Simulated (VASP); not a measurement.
# HC20 in VASP: a series of runs

Runs on HC20. Level: PBE+D3(BJ). Tasks: single point.

Program: VASP 6.6.1. These are calculated values, not measurements. Logs are shortened: lines on timing, memory, paths and dates and some standing lists are left out, and cuts for length are marked.

## (1) The cell of the first run

The cell holds a slab with vacuum, 21 atoms: a = 4.929 Å, b = 6.805 Å, c = 22.235 Å, α = 90.00°, β = 90.00°, γ = 90.00°.

## (2) Single point, PBE+D3(BJ)

Input file INCAR:

```
SYSTEM = HC20
  ALGO = Normal
  DIPOL = 0.5 0.5 0.303
  EDIFF = 1E-6
  ENCUT = 520
  GGA = PE
  IDIPOL = 3
  ISIF = 2
  ISMEAR = 0
  IVDW = 12
  LASPH = .True.
  LCHARG = .False.
  LDIPOL = .True.
  LREAL = Auto
  LWAVE = .False.
  NBANDS = 56
  NELM = 60
  PREC = Accurate
  SIGMA = 0.1
```

Input file KPOINTS:

```
k-points
0
Gamma
  6 4 1
  0 0 0
```

Input file POSCAR:

```
HC20
1.0
    4.9292027291      0.0000000000      0.0000000000
    0.0000000000      6.8054113579      0.0000000000
    0.0000000000      0.0000000000     22.2346643469
C H
20 1
Direct
    0.3122885183      0.2500141188      0.1798992752
    0.8122885183      0.2500141188      0.1798992752
    0.0622635010      0.2500141188      0.2119095571
    0.5622635010      0.2500141188      0.2119095571
    0.1871989222      0.7499858812      0.2279080302
    0.6871989222      0.7499858812      0.2279080302
    0.4371739048      0.7499858812      0.2599183120
    0.9371739048      0.7499858812      0.2599183120
    0.0621093260      0.2500141188      0.2759167852
    0.5621093260      0.2500141188      0.2759167852
    0.3120409925      0.2500133946      0.3071026518
    0.8120409925      0.2500133946      0.3071026518
    0.4371093881      0.7499905632      0.3309339292
    0.9371093881      0.7499905632      0.3309339292
    0.1866551682      0.7499900467      0.3565506911
    0.6866551682      0.7499900467      0.3565506911
    0.3119519864      0.2500147752      0.3740490919
    0.8119519864      0.2500147752      0.3740490919
    0.0621664184      0.2500173699      0.4018349100
    0.5621664184      0.2500173699      0.4018349100
    0.4788330851      0.2500173699      0.5142719570
```

Potentials or basis: VASP PAW PBE potentials, release 64 (C, H).

Started as:

```sh
$ cat potpaw_PBE.64/C/POTCAR potpaw_PBE.64/H/POTCAR > POTCAR
$ mpirun -np 1 vasp_std > vasp.out
```

OUTCAR:

```text
SYSTEM = HC20
   EDIFF = 1E-6
   ENCUT = 520
   GGA = PE
   ISIF = 2
   ISMEAR = 0
   IVDW = 12
   LASPH = .True.
   LREAL = Auto
   NELM = 60
   PREC = Accurate
 IVDW          = 12

 ion  position               nearest neighbor table
   1  0.312  0.250  0.180-   4 1.42   3 1.42
   2  0.812  0.250  0.180-   3 1.42   4 1.42
   3  0.062  0.250  0.212-   2 1.42   9 1.42   1 1.42
   4  0.562  0.250  0.212-   1 1.42  10 1.42   2 1.42
   5  0.187  0.750  0.228-   7 1.42   8 1.42
   6  0.687  0.750  0.228-   8 1.42   7 1.42
   7  0.437  0.750  0.260-   5 1.42   6 1.42  13 1.58
   8  0.937  0.750  0.260-   6 1.42   5 1.42  14 1.58
   9  0.062  0.250  0.276-  11 1.41  12 1.41   3 1.42
  10  0.562  0.250  0.276-  12 1.41  11 1.41   4 1.42
  11  0.312  0.250  0.307-   9 1.41  10 1.41  17 1.49
  12  0.812  0.250  0.307-  10 1.41   9 1.41  18 1.49
  13  0.437  0.750  0.331-  16 1.36  15 1.36   7 1.58
  14  0.937  0.750  0.331-  15 1.36  16 1.36   8 1.58
  15  0.187  0.750  0.357-  14 1.36  13 1.36
  16  0.687  0.750  0.357-  13 1.36  14 1.36
  17  0.312  0.250  0.374-  19 1.38  20 1.38  11 1.49
  18  0.812  0.250  0.374-  20 1.38  19 1.38  12 1.49
  19  0.062  0.250  0.402-  17 1.38  18 1.38
  20  0.562  0.250  0.402-  18 1.38  17 1.38
  21  0.479  0.250  0.514-

  LATTYP: Found a simple orthorhombic cell.
 ALAT       =     4.9292027291
 B/A-ratio  =     1.3806312566
 C/A-ratio  =     4.5108033832

  Lattice vectors:

 A1 = (   4.9292027291,   0.0000000000,   0.0000000000)
 A2 = (   0.0000000000,   6.8054113579,   0.0000000000)
 A3 = (   0.0000000000,   0.0000000000,  22.2346643469)

Analysis of symmetry for initial positions (statically):
=====================================================================
 Subroutine PRICEL returns:
 Original cell was already a primitive cell.

 Routine SETGRP: Setting up the symmetry group for a
 simple orthorhombic supercell.

 Subroutine GETGRP returns: Found  1 space group operations
 (whereof  1 operations were pure point group operations)
 out of a pool of  8 trial point group operations.

The static configuration has the point symmetry C_1 .

Analysis of symmetry for dynamics (positions and initial velocities):
=====================================================================
 Subroutine PRICEL returns:
 Original cell was already a primitive cell.

 Routine SETGRP: Setting up the symmetry group for a
 simple orthorhombic supercell.

 Subroutine GETGRP returns: Found  1 space group operations
 (whereof  1 operations were pure point group operations)
 out of a pool of  8 trial point group operations.

The dynamic configuration has the point symmetry C_1 .

 Subroutine INISYM returns: Found  1 space group operations
 (whereof  1 operations are pure point group operations),
 and found     1 'primitive' translations

----------------------------------------------------------------------------------------

                                     Primitive cell

  volume of cell :     745.8674

  direct lattice vectors                    reciprocal lattice vectors
     4.929202729  0.000000000  0.000000000     0.202872565  0.000000000  0.000000000
     0.000000000  6.805411358  0.000000000     0.000000000  0.146941889  0.000000000
     0.000000000  0.000000000 22.234664347     0.000000000  0.000000000  0.044974819

  length of vectors
     4.929202729  6.805411358 22.234664347     0.202872565  0.146941889  0.044974819

  position of ions in fractional coordinates (direct lattice)
     0.312288518  0.250014119  0.179899275
     0.812288518  0.250014119  0.179899275
     0.062263501  0.250014119  0.211909557
     0.562263501  0.250014119  0.211909557
     0.187198922  0.749985881  0.227908030
     0.687198922  0.749985881  0.227908030
[... 13 lines left out ...]
     0.562166418  0.250017370  0.401834910
     0.478833085  0.250017370  0.514271957

  ion indices of the primitive-cell ions
   primitive index   ion index
                 1           1
                 2           2
                 3           3
                 4           4
                 5           5
                 6           6
[... 13 lines left out ...]
                20          20
                21          21

----------------------------------------------------------------------------------------

 KPOINTS: k-points

Automatic generation of k-mesh.
 Grid dimensions read from file:
 generate k-points for:    6    4    1

 Generating k-lattice:

  Cartesian coordinates                     Fractional coordinates (reciprocal lattice)
     0.033812094  0.000000000  0.000000000     0.166666667  0.000000000  0.000000000
     0.000000000  0.036735472  0.000000000     0.000000000  0.250000000  0.000000000
     0.000000000  0.000000000  0.044974819     0.000000000  0.000000000  1.000000000

  Length of vectors
     0.033812094  0.036735472  0.044974819

  Shift w.r.t. Gamma in fractional coordinates (k-lattice)
     0.000000000  0.000000000  0.000000000

 Subroutine IBZKPT returns following result:
 ===========================================

 Found     14 irreducible k-points:

 Following reciprocal coordinates:
            Coordinates               Weight
  0.000000  0.000000  0.000000      1.000000
  0.166667  0.000000  0.000000      2.000000
  0.333333  0.000000  0.000000      2.000000
  0.500000  0.000000  0.000000      1.000000
  0.000000  0.250000  0.000000      2.000000
  0.166667  0.250000  0.000000      2.000000
  0.166667 -0.250000  0.000000      2.000000
  0.333333  0.250000  0.000000      2.000000
  0.333333 -0.250000  0.000000      2.000000
  0.500000  0.250000  0.000000      2.000000
  0.000000  0.500000  0.000000      1.000000
  0.166667  0.500000  0.000000      2.000000
  0.333333  0.500000  0.000000      2.000000
  0.500000  0.500000  0.000000      1.000000
   k-points           NKPTS =     14   k-points in BZ     NKDIM =     14   number of bands    NBANDS=     56
   number of dos      NEDOS =    301   number of ions     NIONS =     21
   total plane-waves  NPLWV = 362880
   dimension x,y,z NGX =    40 NGY =   54 NGZ =  168
   dimension x,y,z NGXF=    80 NGYF=  108 NGZF=  336
   ions per type =              20   1
   NGX,Y,Z   is equivalent  to a cutoff of  13.49, 13.19, 12.56 a.u.
   NGXF,Y,Z  is equivalent  to a cutoff of  26.98, 26.38, 25.12 a.u.
 SYSTEM =  HC20
   PREC   = accura    normal or accurate (medium, high low for compatibility)
   ISTART =      0    job   : 0-new  1-cont  2-samecut
   ICHARG =      2    charge: 1-file 2-atom 10-const
   ISPIN  =      1    spin polarized calculation?
   LNONCOLLINEAR =      F non collinear calculations
   LSORBIT =      F    spin-orbit coupling
   LASPH  =      T    aspherical Exc in radial PAW
   ENCUT  =  520.0 eV  38.22 Ry    6.18 a.u.   9.17 12.65 41.34*2*pi/ulx,y,z
   NELM   =     60;   NELMIN=  2; NELMDL= -5     # of ELM steps
   EDIFF  = 0.1E-05   stopping-criterion for ELM
   LREAL  =      T    real-space projection
   EDIFFG = 0.1E-04   stopping-criterion for IOM
   NSW    =      0    number of steps for IOM
   IBRION =     -1    ionic relax: 0-MD 1-quasi-New 2-CG
   NFREE  =      0    steps in history (QN), initial steepest desc. (CG)
   ISIF   =      2    stress and relaxation
   ISYM   =      2    0-nonsym 1-usesym 2-fastsym
   POTIM  = 0.5000    time-step for ionic-motion
   TEBEG  =    0.0;   TEEND  =   0.0 temperature during run
   PSTRESS=    0.0 pullay stress
   NELECT =      81.0000    total number of electrons
   NUPDOWN=      -1.0000    fix difference up-down
   EMIN   =  10.00;   EMAX   =-10.00  energy-range for DOS
   EFERMI =   0.00;   METHOD = LEGACY
   ISMEAR =     0;   SIGMA  =   0.10  broadening in eV -4-tet -1-fermi 0-gaus
   EFERMI_NEDOS =   21; number of points for ismear=-14 and -15
   IALGO  =     38    algorithm
   IMIX   =      4    mixing-type and parameters
     AMIX     =   0.40;   BMIX     =  1.00
     AMIX_MAG =   1.60;   BMIX_MAG =  1.00
  volume/ion in A,a.u.               =      35.52       239.68
  Fermi-wavevector in a.u.,A,eV,Ry     =   0.781057  1.475983  8.300231  0.610050
  Thomas-Fermi vector in A             =   1.884496
   LORBIT       =      0    0 simple, 1 ext, 2 COOP (PROOUT), +10 PAW based schemes
   GGA     = PE    functional components
   LHFCALC =     F    Hartree Fock is set to
   AEXX    =    0.0000 exact exchange contribution
   IVDW    =    12    specifies the selected vdW correction
   LEPSILON=     F    determine dielectric tensor
   LRPA    =     F    only Hartree local field effects (RPA)
 non-spin polarized calculation
 Gauss-broadening in eV      SIGMA  =   0.10
  energy-cutoff  :      520.00
  volume of cell :      745.87
 maximum number of plane-waves:     20120
 NGX is ok and might be reduce to    40
   NGX = 19   NGY = 25   NGZ = 83

 dipolmoment           0.000000      0.000000      0.338185 electrons x Angstroem

 number of electron      81.0000009 magnetization

 dipolmoment           0.000000      0.000000     -0.109811 electrons x Angstroem

 Free energy of the ion-electron system (eV)
  ---------------------------------------------------
  ext. energy  EPLUGINS =         0.00000000
  ---------------------------------------------------
  free energy    TOTEN  =      -161.57895131 eV

  energy without entropy =     -161.48528097  energy(sigma->0) =     -161.53211614

 E-fermi :  -3.8358     XC(G=0):  -3.4346

 val. band max:       -3.8521743625   @ k =   0.3333   0.0000   0.0000
 cond. band min:      -3.8236860680   @ k =   0.1667  -0.2500   0.0000
 fundamental gap:      0.0284882944
 Fermi energy:        -3.8357715485

 k-point     1 :       0.0000    0.0000    0.0000
  band No.  band energies     occupation
      1     -22.5587      2.00000
      2     -21.5012      2.00000
      3     -20.8775      2.00000
      4     -18.9019      2.00000
      5     -18.5144      2.00000
      6     -18.3825      2.00000
[... 44 lines left out ...]
     51       0.1016      0.00000
     52       1.4564      0.00000
[... 713 lines left out ...]
     51       1.8100      0.00000
     52       2.9668      0.00000
 [bands above 52 left out]

------------------------ aborting loop because EDIFF is reached ----------------------------------------

 vacuum level on the upper side and lower side of the slab       (xc-potential included)        -0.379         0.186

 Edisp (eV)   -2.17966

 E8    (eV) :    -0.6512

  FORCE on cell =-STRESS in cart. coord.  units (eV):
  Direction    XX          YY          ZZ          XY          YZ          ZX
  --------------------------------------------------------------------------------------
  -------------------------------------------------------------------------------------
  Total      -0.08239    -0.33447    -8.82723    -0.00056     0.00084     0.71136
  in kB      -0.17698    -0.71847   -18.96153    -0.00121     0.00180     1.52805
  external pressure =       -6.62 kB  Pullay stress =        0.00 kB

 VOLUME and BASIS-vectors are now :
 -----------------------------------------------------------------------------
  energy-cutoff  :      520.00
  volume of cell :      745.87
      direct lattice vectors                 reciprocal lattice vectors
     4.929202729  0.000000000  0.000000000     0.202872565  0.000000000  0.000000000
     0.000000000  6.805411358  0.000000000     0.000000000  0.146941889  0.000000000
     0.000000000  0.000000000 22.234664347     0.000000000  0.000000000  0.044974819

 POSITION                                       TOTAL-FORCE (eV/Angst)
 -----------------------------------------------------------------------------------
      1.53933      1.70145      4.00000        -0.202691      0.000171      2.130387
      4.00393      1.70145      4.00000         0.104853      0.000171      2.063352
      0.30691      1.70145      4.71174         0.037529      0.000122     -3.098555
      2.77151      1.70145      4.71174         0.047032      0.000117     -3.813196
      0.92274      5.10396      5.06746         0.078032     -0.000202      3.208292
      3.38734      5.10396      5.06746         0.069854     -0.000203      3.204253
[... 13 lines left out ...]
      2.77103      1.70147      8.93466        -0.358590     -0.000427      1.946638
      2.36027      1.70147     11.43466         0.288681     -0.000002     -1.936965
 -----------------------------------------------------------------------------------
    total drift:                               -0.020715      0.000019      0.008576

  FREE ENERGIE OF THE ION-ELECTRON SYSTEM (eV)
  ---------------------------------------------------
  free  energy   TOTEN  =      -163.7586152991 eV

  energy  without entropy=     -163.6649449666  energy(sigma->0) =     -163.71178013

 vacuum level on the upper side and lower side of the slab         2.145         2.729
```

It took 13 min on 1 thread of AMD EPYC 9R45 (Zen 5), shared host; peak memory 0.86 GiB.

Results:

```yaml
Free_energy: -163.7586 eV
Largest_force: 3.813 eV/Å
Band_gap_on_the_k_mesh: zero (an odd number of electrons rules out a gap without spin polarisation)
Dispersion_energy_per_atom: -0.104 eV
```

Forces in eV/Å, atoms in the order of the input:
```
C   -0.203  0.000  2.130
C    0.105  0.000  2.063
C    0.038  0.000 -3.099
C    0.047  0.000 -3.813
C    0.078  0.000  3.208
C    0.070  0.000  3.204
C   -0.070  0.000 -3.204
C   -0.081  0.000 -3.201
C    0.021  0.000  1.112
C   -0.002  0.000  1.332
C   -0.057  0.000  0.449
C    0.015  0.000  0.341
C    0.015  0.000  0.031
C    0.009  0.000  0.015
C   -0.015  0.000  0.008
C   -0.015  0.000 -0.009
C   -0.289  0.000 -0.619
C    0.355  0.000 -0.493
C    0.048  0.000  0.533
C   -0.359  0.000  1.947
H    0.289  0.000 -1.937
```

Levels at points of the mesh, in eV from the Fermi level:
```csv
k point,band 38,band 39,band 40,band 41,band 42,band 43
"(0.00, 0.00, 0.00)",-0.43,-0.33,0.06,0.12,0.21,0.59
"(0.50, 0.00, 0.00)",-0.80,-0.79,-0.09,-0.06,0.04,0.58
"(0.00, 0.50, 0.00)",-0.43,-0.33,0.07,0.09,0.26,0.53
"(0.50, 0.50, 0.00)",-0.74,-0.74,-0.08,-0.06,0.03,0.63
```

Caveat: an odd number of electrons without spin polarisation forces a metal; a magnetic or distorted state may lie lower.

[end of part 1 of 2]

The gap in the log of VASP goes by the Fermi energy; the results here count the filled bands.